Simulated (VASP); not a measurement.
# In (I4/mmm) in VASP: single point with r2SCAN

Aim: the single point of In with r2SCAN.

Program: VASP 6.6.1. These are calculated values, not measurements. Logs are shortened: lines on timing, memory, paths and dates and some standing lists are left out, and cuts for length are marked.

## (1) The cell of the first run

Symmetry: I4/mmm, No. 139, tetragonal system. Conventional cell: a = 3.242 Å, b = 3.242 Å, c = 5.003 Å, α = 90.00°, β = 90.00°, γ = 90.00°. Within 4.3 Å of In (site symmetry 4/mmm) lie 12 In at 3.24 to 3.39 Å.

## (2) Single point, r2SCAN

Contents of POSCAR:

```
In
1.0
   -1.6209330004      1.6209330004      2.5017031614
    1.6209330004     -1.6209330004      2.5017031614
    1.6209330004      1.6209330004     -2.5017031614
In
1
Direct
    0.0000000000      0.0000000000      0.0000000000
```

Contents of INCAR.step1:

```
PREC = Accurate
ENCUT = 520
ISMEAR = -1
SIGMA = 0.05
LREAL = F
LASPH = T
NELM = 80
NBANDS = 12
GGA = PE
ALGO = Normal
EDIFF = 1E-4
LWAVE = T
LCHARG = F
```

Contents of INCAR.step2:

```
PREC = Accurate
ENCUT = 520
EDIFF = 1E-7
ISMEAR = -1
SIGMA = 0.05
LREAL = F
LASPH = T
NELM = 80
ALGO = Normal
ISIF = 2
LWAVE = F
LCHARG = F
METAGGA = R2SCAN
LMIXTAU = T
NBANDS = 12
ISTART = 1
```

Contents of KPOINTS:

```
Automatic mesh
0
Gamma
  22 22 22
```

Potentials or basis: VASP PAW PBE potentials, release 64 (In_d).

The run is started by

```console
cat potpaw_PBE.64/In_d/POTCAR > POTCAR
cp INCAR.step1 INCAR
mpirun -np 1 vasp_std > vasp.out
cp INCAR.step2 INCAR
mpirun -np 1 vasp_std > vasp.out
```

OUTCAR:

```text
PREC = Accurate
   ENCUT = 520
   EDIFF = 1E-7
   ISMEAR = -1
   LREAL = F
   LASPH = T
   NELM = 80
   ISIF = 2
   METAGGA = R2SCAN
   ISTART = 1

 ion  position               nearest neighbor table
   1  0.000  0.000  0.000-

  LATTYP: Found a body centered tetragonal cell.
 ALAT       =     3.2418660008
 C/A-ratio  =     1.5433723422

  Lattice vectors:

 A1 = (  -1.6209330004,   1.6209330004,   2.5017031614)
 A2 = (   1.6209330004,  -1.6209330004,   2.5017031614)
 A3 = (   1.6209330004,   1.6209330004,  -2.5017031614)

Analysis of symmetry for initial positions (statically):
=====================================================================
 Subroutine PRICEL returns:
 Original cell was already a primitive cell.

 Routine SETGRP: Setting up the symmetry group for a
 body centered tetragonal supercell.

 Subroutine GETGRP returns: Found 16 space group operations
 (whereof 16 operations were pure point group operations)
 out of a pool of 16 trial point group operations.

The static configuration has the point symmetry D_4h.

Analysis of symmetry for dynamics (positions and initial velocities):
=====================================================================
 Subroutine PRICEL returns:
 Original cell was already a primitive cell.

 Routine SETGRP: Setting up the symmetry group for a
 body centered tetragonal supercell.

 Subroutine GETGRP returns: Found 16 space group operations
 (whereof 16 operations were pure point group operations)
 out of a pool of 16 trial point group operations.

The dynamic configuration has the point symmetry D_4h.

 Subroutine INISYM returns: Found 16 space group operations
 (whereof 16 operations are pure point group operations),
 and found     1 'primitive' translations

----------------------------------------------------------------------------------------

                                     Primitive cell

  volume of cell :      26.2921

  direct lattice vectors                    reciprocal lattice vectors
    -1.620933000  1.620933000  2.501703161     0.000000000  0.308464323  0.199863840
     1.620933000 -1.620933000  2.501703161     0.308464323  0.000000000  0.199863840
     1.620933000  1.620933000 -2.501703161     0.308464323  0.308464323  0.000000000

  length of vectors
     3.393135171  3.393135171  3.393135171     0.367553796  0.367553796  0.436234429

  position of ions in fractional coordinates (direct lattice)
     0.000000000  0.000000000  0.000000000

  ion indices of the primitive-cell ions
   primitive index   ion index
                 1           1

----------------------------------------------------------------------------------------

 KPOINTS: Automatic mesh

Automatic generation of k-mesh.
 Grid dimensions read from file:
 generate k-points for:   22   22   22

 Generating k-lattice:

  Cartesian coordinates                     Fractional coordinates (reciprocal lattice)
     0.000000000  0.014021106  0.009084720     0.045454545  0.000000000  0.000000000
     0.014021106  0.000000000  0.009084720     0.000000000  0.045454545  0.000000000
     0.014021106  0.014021106  0.000000000     0.000000000  0.000000000  0.045454545

  Length of vectors
     0.016706991  0.016706991  0.019828838

  Shift w.r.t. Gamma in fractional coordinates (k-lattice)
     0.000000000  0.000000000  0.000000000

 Subroutine IBZKPT returns following result:
 ===========================================

 Found    834 irreducible k-points:

 Following reciprocal coordinates:
            Coordinates               Weight
  0.000000  0.000000  0.000000      1.000000
  0.045455  0.000000 -0.000000      8.000000
  0.090909  0.000000 -0.000000      8.000000
  0.136364 -0.000000  0.000000      8.000000
  0.181818  0.000000 -0.000000      8.000000
  0.227273 -0.000000  0.000000      8.000000
[... 16 lines left out ...]
  0.500000  0.045455 -0.000000     16.000000
 -0.454545  0.045455 -0.000000     16.000000
 [... further k-points ...]
   k-points           NKPTS =    834   k-points in BZ     NKDIM =    834   number of bands    NBANDS=     12
   number of dos      NEDOS =    301   number of ions     NIONS =      1
   total plane-waves  NPLWV =  21952
   dimension x,y,z NGX =    28 NGY =   28 NGZ =   28
   dimension x,y,z NGXF=    56 NGYF=   56 NGZF=   56
   ions per type =               1
   NGX,Y,Z   is equivalent  to a cutoff of  13.72, 13.72, 13.72 a.u.
   NGXF,Y,Z  is equivalent  to a cutoff of  27.44, 27.44, 27.44 a.u.
 SYSTEM =  unknown system
   PREC   = accura    normal or accurate (medium, high low for compatibility)
   ISTART =      1    job   : 0-new  1-cont  2-samecut
   ICHARG =      0    charge: 1-file 2-atom 10-const
   ISPIN  =      1    spin polarized calculation?
   LNONCOLLINEAR =      F non collinear calculations
   LSORBIT =      F    spin-orbit coupling
   LASPH  =      T    aspherical Exc in radial PAW
   ENCUT  =  520.0 eV  38.22 Ry    6.18 a.u.   6.31  6.31  6.31*2*pi/ulx,y,z
   NELM   =     80;   NELMIN=  2; NELMDL=  0     # of ELM steps
   EDIFF  = 0.1E-06   stopping-criterion for ELM
   LREAL  =      F    real-space projection
   EDIFFG = 0.1E-05   stopping-criterion for IOM
   NSW    =      0    number of steps for IOM
   IBRION =     -1    ionic relax: 0-MD 1-quasi-New 2-CG
   NFREE  =      0    steps in history (QN), initial steepest desc. (CG)
   ISIF   =      2    stress and relaxation
   ISYM   =      2    0-nonsym 1-usesym 2-fastsym
   POTIM  = 0.5000    time-step for ionic-motion
   TEBEG  =    0.0;   TEEND  =   0.0 temperature during run
   PSTRESS=    0.0 pullay stress
   NELECT =      13.0000    total number of electrons
   NUPDOWN=      -1.0000    fix difference up-down
   EMIN   =  10.00;   EMAX   =-10.00  energy-range for DOS
   EFERMI =   0.00;   METHOD = LEGACY
   ISMEAR =    -1;   SIGMA  =   0.05  broadening in eV -4-tet -1-fermi 0-gaus
   EFERMI_NEDOS =   21; number of points for ismear=-14 and -15
   IALGO  =     38    algorithm
   IMIX   =      4    mixing-type and parameters
     AMIX     =   0.40;   BMIX     =  1.00
     AMIX_MAG =   1.60;   BMIX_MAG =  1.00
  volume/ion in A,a.u.               =      26.29       177.43
  Fermi-wavevector in a.u.,A,eV,Ry     =   1.294536  2.446317 22.800947  1.675822
  Thomas-Fermi vector in A             =   2.426112
   LORBIT       =      0    0 simple, 1 ext, 2 COOP (PROOUT), +10 PAW based schemes
   METAGGA = R2SCAN    functional components
   LHFCALC =     F    Hartree Fock is set to
   AEXX    =    0.0000 exact exchange contribution
   IVDW    =     0    specifies the selected vdW correction
   LEPSILON=     F    determine dielectric tensor
   LRPA    =     F    only Hartree local field effects (RPA)
 non-spin polarized calculation
  energy-cutoff  :      520.00
  volume of cell :       26.29
 maximum number of plane-waves:       725
 NGX is ok and might be reduce to    28
   NGX = 13   NGY = 13   NGZ = 13

 number of electron      13.0000005 magnetization

 Free energy of the ion-electron system (eV)
  ---------------------------------------------------
  ext. energy  EPLUGINS =         0.00000000
  ---------------------------------------------------
  free energy    TOTEN  =       -22.57569213 eV

  energy without entropy =      -22.57261727  energy(sigma->0) =      -22.57415470

 E-fermi :   7.4323     XC(G=0): -11.0489

 val. band max:        7.4277780652   @ k =  -0.4545   0.4545   0.2727
 cond. band min:       7.4476447067   @ k =  -0.4545   0.2273  -0.0000
 fundamental gap:      0.0198666415
 Fermi energy:         7.4323431256

 k-point     1 :       0.0000    0.0000    0.0000
  band No.  band energies     occupation
      1      -7.8859      2.00000
      2      -7.7529      2.00000
      3      -7.7529      2.00000
      4      -7.6918      2.00000
      5      -7.5562      2.00000
      6      -2.5723      2.00000
      7      18.5356      0.00000
      8      18.5356      0.00000
      9      18.7793      0.00000
     10      19.6355      0.00000
     11      21.8634      0.00000
     12      22.1394      0.00000

 k-point     2 :       0.0455    0.0000   -0.0000
  band No.  band energies     occupation
      1      -7.8820      2.00000
      2      -7.7533      2.00000
      3      -7.7495      2.00000
      4      -7.6910      2.00000
      5      -7.5578      2.00000
      6      -2.5248      2.00000
      7      17.9030      0.00000
      8      18.4742      0.00000
      9      18.5695      0.00000
     10      19.4970      0.00000
     11      22.1076      0.00000
     12      22.2715      0.00000

 k-point     3 :       0.0909    0.0000   -0.0000
  band No.  band energies     occupation
      1      -7.8717      2.00000
      2      -7.7555      2.00000
      3      -7.7399      2.00000
      4      -7.6872      2.00000
      5      -7.5620      2.00000
      6      -2.3816      2.00000
      7      16.4385      0.00000
      8      18.1790      0.00000
      9      18.3155      0.00000
     10      19.4312      0.00000
     11      22.1974      0.00000
     12      22.6422      0.00000

 k-point     4 :       0.1364   -0.0000    0.0000
  band No.  band energies     occupation
      1      -7.8590      2.00000
      2      -7.7612      2.00000
      3      -7.7264      2.00000
      4      -7.6760      2.00000
      5      -7.5672      2.00000
      6      -2.1415      2.00000
      7      14.7984      0.00000
      8      17.6994      0.00000
      9      18.1097      0.00000
     10      19.4096      0.00000
     11      21.6098      0.00000
     12      23.1940      0.00000

 k-point     5 :       0.1818    0.0000   -0.0000
  band No.  band energies     occupation
      1      -7.8486      2.00000
      2      -7.7717      2.00000
      3      -7.7127      2.00000
      4      -7.6533      2.00000
      5      -7.5700      2.00000
      6      -1.8028      2.00000
      7      13.1511      0.00000
      8      17.1989      0.00000
      9      17.8986      0.00000
     10      19.3986      0.00000
     11      21.0270      0.00000
     12      23.8649      0.00000
[... 228 lines left out ...]
      1      -7.8633      2.00000
      2      -7.8354      2.00000
      3      -7.7291      2.00000
      4      -7.4935      2.00000
      5      -7.4614      2.00000
      6       1.6909      2.00000
      7       5.5144      2.00000
      8      15.2124      0.00000
      9      16.6501      0.00000
     10      19.0289      0.00000
     11      19.3707      0.00000
     12      21.6786      0.00000

 k-point    22 :       0.4545    0.0455    0.0000
  band No.  band energies     occupation
      1      -7.8689      2.00000
      2      -7.8383      2.00000
      3      -7.7343      2.00000
      4      -7.4859      2.00000
      5      -7.4429      2.00000
      6       2.5950      2.00000
      7       4.3838      2.00000
      8      15.0526      0.00000
      9      16.7127      0.00000
     10      18.8905      0.00000
     11      19.3668      0.00000
     12      21.7385      0.00000

 k-point    23 :       0.5000    0.0455   -0.0000
  band No.  band energies     occupation
      1      -7.8705      2.00000
      2      -7.8380      2.00000
      3      -7.7357      2.00000
      4      -7.4870      2.00000
      5      -7.4369      2.00000
      6       2.9108      2.00000
      7       4.0292      2.00000
      8      14.9755      0.00000
      9      16.8183      0.00000
     10      18.8274      0.00000
     11      19.4309      0.00000
     12      21.8865      0.00000

 k-point    24 :      -0.4545    0.0455   -0.0000
  band No.  band energies     occupation
      1      -7.8672      2.00000
      2      -7.8349      2.00000
      3      -7.7329      2.00000
      4      -7.4965      2.00000
      5      -7.4445      2.00000
      6       2.0620      2.00000
      7       5.0272      2.00000
      8      14.9867      0.00000
      9      16.9423      0.00000
     10      18.8679      0.00000
     11      19.5660      0.00000
     12      21.9822      0.00000

 [... further k-points ...]
[... 5 lines left out ...]
  --------------------------------------------------------------------------------------
  -------------------------------------------------------------------------------------
  Total        0.0025723      0.0025723      0.0048018      0.0000000     -0.0000000      0.0000000
  in kB        0.1567484      0.1567484      0.2926077      0.0000000     -0.0000000      0.0000000
  external PRESSURE =       0.2020348 kB  Pullay stress =       0.0000000 kB

 VOLUME and BASIS-vectors are now :
 -----------------------------------------------------------------------------
  energy-cutoff  :      520.00
  volume of cell :       26.29
      direct lattice vectors                 reciprocal lattice vectors
    -1.620933000  1.620933000  2.501703161     0.000000000  0.308464323  0.199863840
     1.620933000 -1.620933000  2.501703161     0.308464323  0.000000000  0.199863840
     1.620933000  1.620933000 -2.501703161     0.308464323  0.308464323  0.000000000

 POSITION                                       TOTAL-FORCE (eV/Angst)
 -----------------------------------------------------------------------------------
      0.00000      0.00000      0.00000        -0.000000      0.000000      0.000000
 -----------------------------------------------------------------------------------
    total drift:                                0.000000      0.000000      0.000000

  FREE ENERGIE OF THE ION-ELECTRON SYSTEM (eV)
  ---------------------------------------------------
  free  energy   TOTEN  =       -22.5756921273 eV

  energy  without entropy=      -22.5726172709  energy(sigma->0) =      -22.57415470
```

It took 27 min on 1 thread of AMD EPYC 7R43 (Zen 3), shared host; peak memory 0.33 GiB.

What came out:

* Free energy: -22.5757 eV
* Pressure: 0.0 GPa

Caveat: the PAW data sets were made with another functional, which shifts forces and pressure a little; spin-orbit coupling is left out, which moves the levels of the heavy elements.
